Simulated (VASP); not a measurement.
# Cs (I4/mmm) in VASP: further runs

Cs is run at these levels: PBEsol; tasks: single point, relaxation of cell and atoms.

Everything below comes from runs of VASP 6.6.1. Logs are shortened: lines on timing, memory, paths and dates and some standing lists are left out, and cuts for length are marked.

## Step 1: The cell of the first run

It takes space group I4/mmm (No. 139, tetragonal). The conventional cell has a = 3.336 Å, b = 3.336 Å, c = 4.408 Å, α = 90.00°, β = 90.00°, γ = 90.00°. Cs (site symmetry 4/mmm) has 12 Cs at 3.23 to 3.34 Å within 4.2 Å.

## Step 2: Single point, PBEsol

INCAR

```
SYSTEM = Cs
PREC = Accurate ; ENCUT = 520
EDIFF = 1E-6 ; ISMEAR = -1
SIGMA = 0.05 ; LREAL = .FALSE.
LASPH = .TRUE. ; NELM = 60
ALGO = Normal ; ISIF = 2
LWAVE = .FALSE. ; LCHARG = .FALSE.
GGA = PS ; NBANDS = 10
```

KPOINTS

```
Automatic mesh
0
G
  7 7 7
  0 0 0
```

POSCAR

```
Cs
1.0
   -1.6680534914      1.6680534914      2.2038599936
    1.6680534914     -1.6680534914      2.2038599936
    1.6680534914      1.6680534914     -2.2038599936
Cs
1
Direct
    0.0000000000      0.0000000000      0.0000000000
```

Potentials or basis: VASP PAW PBE potentials, release 64 (Cs_sv).

The run is started by

```sh
$ cat potpaw_PBE.64/Cs_sv/POTCAR > POTCAR
$ mpirun -np 1 vasp_std > vasp.out
```

OUTCAR:

```text
SYSTEM = Cs
   PREC = Accurate
   ENCUT = 520
   EDIFF = 1E-6
   ISMEAR = -1
   LREAL = .FALSE.
   LASPH = .TRUE.
   NELM = 60
   ISIF = 2
   GGA = PS

 ion  position               nearest neighbor table
   1  0.000  0.000  0.000-

  LATTYP: Found a body centered tetragonal cell.
 ALAT       =     3.3361069828
 C/A-ratio  =     1.3212166186

  Lattice vectors:

 A1 = (  -1.6680534914,   1.6680534914,   2.2038599936)
 A2 = (   1.6680534914,  -1.6680534914,   2.2038599936)
 A3 = (   1.6680534914,   1.6680534914,  -2.2038599936)

Analysis of symmetry for initial positions (statically):
=====================================================================
 Subroutine PRICEL returns:
 Original cell was already a primitive cell.

 Routine SETGRP: Setting up the symmetry group for a
 body centered tetragonal supercell.

 Subroutine GETGRP returns: Found 16 space group operations
 (whereof 16 operations were pure point group operations)
 out of a pool of 16 trial point group operations.

The static configuration has the point symmetry D_4h.

Analysis of symmetry for dynamics (positions and initial velocities):
=====================================================================
 Subroutine PRICEL returns:
 Original cell was already a primitive cell.

 Routine SETGRP: Setting up the symmetry group for a
 body centered tetragonal supercell.

 Subroutine GETGRP returns: Found 16 space group operations
 (whereof 16 operations were pure point group operations)
 out of a pool of 16 trial point group operations.

The dynamic configuration has the point symmetry D_4h.

 Subroutine INISYM returns: Found 16 space group operations
 (whereof 16 operations are pure point group operations),
 and found     1 'primitive' translations

----------------------------------------------------------------------------------------

                                     Primitive cell

  volume of cell :      24.5281

  direct lattice vectors                    reciprocal lattice vectors
    -1.668053491  1.668053491  2.203859994     0.000000000  0.299750579  0.226874666
     1.668053491 -1.668053491  2.203859994     0.299750579  0.000000000  0.226874666
     1.668053491  1.668053491 -2.203859994     0.299750579  0.299750579  0.000000000

  length of vectors
     3.228281861  3.228281861  3.228281861     0.375928881  0.375928881  0.423911334

  position of ions in fractional coordinates (direct lattice)
     0.000000000  0.000000000  0.000000000

  ion indices of the primitive-cell ions
   primitive index   ion index
                 1           1

----------------------------------------------------------------------------------------

 KPOINTS: Automatic mesh

Automatic generation of k-mesh.
 Grid dimensions read from file:
 generate k-points for:    7    7    7

 Generating k-lattice:

  Cartesian coordinates                     Fractional coordinates (reciprocal lattice)
     0.000000000  0.042821511  0.032410667     0.142857143  0.000000000  0.000000000
     0.042821511  0.000000000  0.032410667     0.000000000  0.142857143  0.000000000
     0.042821511  0.042821511  0.000000000     0.000000000  0.000000000  0.142857143

  Length of vectors
     0.053704126  0.053704126  0.060558762

  Shift w.r.t. Gamma in fractional coordinates (k-lattice)
     0.000000000  0.000000000  0.000000000

 Subroutine IBZKPT returns following result:
 ===========================================

 Found     40 irreducible k-points:

 Following reciprocal coordinates:
            Coordinates               Weight
  0.000000  0.000000  0.000000      1.000000
  0.142857 -0.000000  0.000000      8.000000
  0.285714 -0.000000  0.000000      8.000000
  0.428571 -0.000000  0.000000      8.000000
  0.142857  0.142857  0.000000      8.000000
  0.285714  0.142857  0.000000     16.000000
[... 16 lines left out ...]
 -0.142857  0.285714  0.142857      8.000000
 -0.428571  0.428571  0.142857      8.000000
 [... further k-points ...]
   k-points           NKPTS =     40   k-points in BZ     NKDIM =     40   number of bands    NBANDS=     10
   number of dos      NEDOS =    301   number of ions     NIONS =      1
   total plane-waves  NPLWV =  13824
   dimension x,y,z NGX =    24 NGY =   24 NGZ =   24
   dimension x,y,z NGXF=    48 NGYF=   48 NGZF=   48
   ions per type =               1
   NGX,Y,Z   is equivalent  to a cutoff of  12.36, 12.36, 12.36 a.u.
   NGXF,Y,Z  is equivalent  to a cutoff of  24.72, 24.72, 24.72 a.u.
 SYSTEM =  Cs
   PREC   = accura    normal or accurate (medium, high low for compatibility)
   ISTART =      0    job   : 0-new  1-cont  2-samecut
   ICHARG =      2    charge: 1-file 2-atom 10-const
   ISPIN  =      1    spin polarized calculation?
   LNONCOLLINEAR =      F non collinear calculations
   LSORBIT =      F    spin-orbit coupling
   LASPH  =      T    aspherical Exc in radial PAW
   ENCUT  =  520.0 eV  38.22 Ry    6.18 a.u.   6.00  6.00  6.00*2*pi/ulx,y,z
   NELM   =     60;   NELMIN=  2; NELMDL= -5     # of ELM steps
   EDIFF  = 0.1E-05   stopping-criterion for ELM
   LREAL  =      F    real-space projection
   EDIFFG = 0.1E-04   stopping-criterion for IOM
   NSW    =      0    number of steps for IOM
   IBRION =     -1    ionic relax: 0-MD 1-quasi-New 2-CG
   NFREE  =      0    steps in history (QN), initial steepest desc. (CG)
   ISIF   =      2    stress and relaxation
   ISYM   =      2    0-nonsym 1-usesym 2-fastsym
   POTIM  = 0.5000    time-step for ionic-motion
   TEBEG  =    0.0;   TEEND  =   0.0 temperature during run
   PSTRESS=    0.0 pullay stress
   NELECT =       9.0000    total number of electrons
   NUPDOWN=      -1.0000    fix difference up-down
   EMIN   =  10.00;   EMAX   =-10.00  energy-range for DOS
   EFERMI =   0.00;   METHOD = LEGACY
   ISMEAR =    -1;   SIGMA  =   0.05  broadening in eV -4-tet -1-fermi 0-gaus
   EFERMI_NEDOS =   21; number of points for ismear=-14 and -15
   IALGO  =     38    algorithm
   IMIX   =      4    mixing-type and parameters
     AMIX     =   0.40;   BMIX     =  1.00
     AMIX_MAG =   1.60;   BMIX_MAG =  1.00
  volume/ion in A,a.u.               =      24.53       165.52
  Fermi-wavevector in a.u.,A,eV,Ry     =   1.172018  2.214793 18.689325  1.373627
  Thomas-Fermi vector in A             =   2.308453
   LORBIT       =      0    0 simple, 1 ext, 2 COOP (PROOUT), +10 PAW based schemes
   GGA     = PS    functional components
   LHFCALC =     F    Hartree Fock is set to
   AEXX    =    0.0000 exact exchange contribution
   IVDW    =     0    specifies the selected vdW correction
   LEPSILON=     F    determine dielectric tensor
   LRPA    =     F    only Hartree local field effects (RPA)
 non-spin polarized calculation
  energy-cutoff  :      520.00
  volume of cell :       24.53
 maximum number of plane-waves:       679
   NGX = 11   NGY = 11   NGZ = 11

 number of electron       8.9999999 magnetization

 Free energy of the ion-electron system (eV)
  ---------------------------------------------------
  ext. energy  EPLUGINS =         0.00000000
  ---------------------------------------------------
  free energy    TOTEN  =         1.07569848 eV

  energy without entropy =        1.08120415  energy(sigma->0) =        1.07845131

 E-fermi :   8.4324     XC(G=0): -11.5152

 val. band max:        8.4218442996   @ k =  -0.1429  -0.4286   0.1429
 cond. band min:       8.4992506194   @ k =  -0.1429   0.4286   0.1429
 fundamental gap:      0.0774063198
 Fermi energy:         8.4324242351

 k-point     1 :       0.0000    0.0000    0.0000
  band No.  band energies     occupation
      1     -17.6832      2.00000
      2       0.2406      2.00000
      3       0.2406      2.00000
      4       0.2715      2.00000
      5       9.2830      0.00000
      6      11.3969      0.00000
      7      11.3969      0.00000
      8      12.1370      0.00000
      9      15.4375      0.00000
     10      15.6112      0.00000

 k-point     2 :       0.1429   -0.0000    0.0000
  band No.  band energies     occupation
      1     -17.4112      2.00000
      2      -1.4050      2.00000
      3      -0.0217      2.00000
      4       0.1305      2.00000
      5       9.7349      0.00000
      6      11.6599      0.00000
      7      11.7940      0.00000
      8      12.3910      0.00000
      9      14.6561      0.00000
     10      15.6224      0.00000

 k-point     3 :       0.2857   -0.0000    0.0000
  band No.  band energies     occupation
      1     -16.7031      2.00000
      2      -4.2388      2.00000
      3      -0.5344      2.00000
      4      -0.1305      2.00000
      5       8.5898      0.08236
      6      11.2574      0.00000
      7      12.4122      0.00000
      8      14.5334      0.00000
      9      15.7669      0.00000
     10      16.1553      0.00000

 k-point     4 :       0.4286   -0.0000    0.0000
  band No.  band energies     occupation
      1     -15.9848      2.00000
      2      -6.2207      2.00000
      3      -0.8894      2.00000
      4      -0.3152      2.00000
      5       7.9056      1.99995
      6      10.5173      0.00000
      7      11.8161      0.00000
      8      14.6104      0.00000
      9      18.4006      0.00000
     10      19.3065      0.00000

 k-point     5 :       0.1429    0.1429    0.0000
  band No.  band energies     occupation
      1     -16.9753      2.00000
      2      -2.8695      2.00000
      3      -1.1479      2.00000
      4       0.0964      2.00000
      5      10.3615      0.00000
      6      10.8225      0.00000
      7      12.3481      0.00000
      8      12.8302      0.00000
      9      13.9720      0.00000
     10      17.5608      0.00000

 k-point     6 :       0.2857    0.1429    0.0000
  band No.  band energies     occupation
      1     -16.2312      2.00000
      2      -4.9782      2.00000
      3      -2.0127      2.00000
      4      -0.2874      2.00000
      5       9.5321      0.00000
      6      10.5776      0.00000
      7      12.5426      0.00000
      8      13.8509      0.00000
      9      15.3639      0.00000
     10      18.2283      0.00000
[... 183 lines left out ...]
 k-point    21 :       0.4286    0.2857    0.1429
  band No.  band energies     occupation
      1     -15.4248      2.00000
      2      -5.4196      2.00000
      3      -3.0021      2.00000
      4      -2.6664      2.00000
      5       8.0139      1.99954
      6       9.0115      0.00002
      7      15.2876      0.00000
      8      17.6984      0.00000
      9      19.2159      0.00000
     10      22.7914      0.00000

 k-point    22 :      -0.2857    0.2857    0.1429
  band No.  band energies     occupation
      1     -16.1986      2.00000
      2      -4.2449      2.00000
      3      -2.4092      2.00000
      4      -1.1416      2.00000
      5       9.2483      0.00000
      6       9.5801      0.00000
      7      11.6996      0.00000
      8      15.7631      0.00000
      9      15.7943      0.00000
     10      21.3767      0.00000

 k-point    23 :      -0.1429    0.2857    0.1429
  band No.  band energies     occupation
      1     -16.2805      2.00000
      2      -4.7166      2.00000
      3      -1.7614      2.00000
      4      -0.7005      2.00000
      5       9.4182      0.00000
      6      10.6706      0.00000
      7      11.7272      0.00000
      8      14.1100      0.00000
      9      15.1247      0.00000
     10      19.7578      0.00000

 k-point    24 :      -0.4286    0.4286    0.1429
  band No.  band energies     occupation
      1     -15.3863      2.00000
      2      -5.4405      2.00000
      3      -3.1980      2.00000
      4      -2.2545      2.00000
      5       7.6317      2.00000
      6       8.6989      0.00965
      7      13.7543      0.00000
      8      16.6133      0.00000
      9      20.6018      0.00000
     10      22.9198      0.00000

 [... further k-points ...]

------------------------ aborting loop because EDIFF is reached ----------------------------------------

  FORCE on cell =-STRESS in cart. coord.  units (eV):
  Direction    XX          YY          ZZ          XY          YZ          ZX
  --------------------------------------------------------------------------------------
  -------------------------------------------------------------------------------------
  Total        4.8848106      4.8848106      4.8120106      0.0000000      0.0000000      0.0000000
  in kB      319.0761706    319.0761706    314.3208722      0.0000000      0.0000000      0.0000000
  external PRESSURE =     317.4910711 kB  Pullay stress =       0.0000000 kB

 VOLUME and BASIS-vectors are now :
 -----------------------------------------------------------------------------
  energy-cutoff  :      520.00
  volume of cell :       24.53
      direct lattice vectors                 reciprocal lattice vectors
    -1.668053491  1.668053491  2.203859994     0.000000000  0.299750579  0.226874666
     1.668053491 -1.668053491  2.203859994     0.299750579  0.000000000  0.226874666
     1.668053491  1.668053491 -2.203859994     0.299750579  0.299750579  0.000000000

 POSITION                                       TOTAL-FORCE (eV/Angst)
 -----------------------------------------------------------------------------------
      0.00000      0.00000      0.00000         0.000000     -0.000000      0.000000
 -----------------------------------------------------------------------------------
    total drift:                                0.000000      0.000000     -0.000000

  FREE ENERGIE OF THE ION-ELECTRON SYSTEM (eV)
  ---------------------------------------------------
  free  energy   TOTEN  =         1.0756984770 eV

  energy  without entropy=        1.0812041492  energy(sigma->0) =        1.07845131
```

Run time: 6.3 s. Hardware: 1 thread of Intel Xeon Platinum 8259CL at 2.50GHz (Skylake/Cascade Lake), shared host; peak memory 0.13 GiB.

What came out:

- Free energy: 1.0757 eV
- Pressure: 31.7 GPa

Caveat: the k points lie up to 0.38 Å⁻¹ apart; the PAW data sets were made with another functional, which shifts forces and pressure a little; spin-orbit coupling is left out, which moves the levels of the heavy elements.

[end of part 1 of 2]
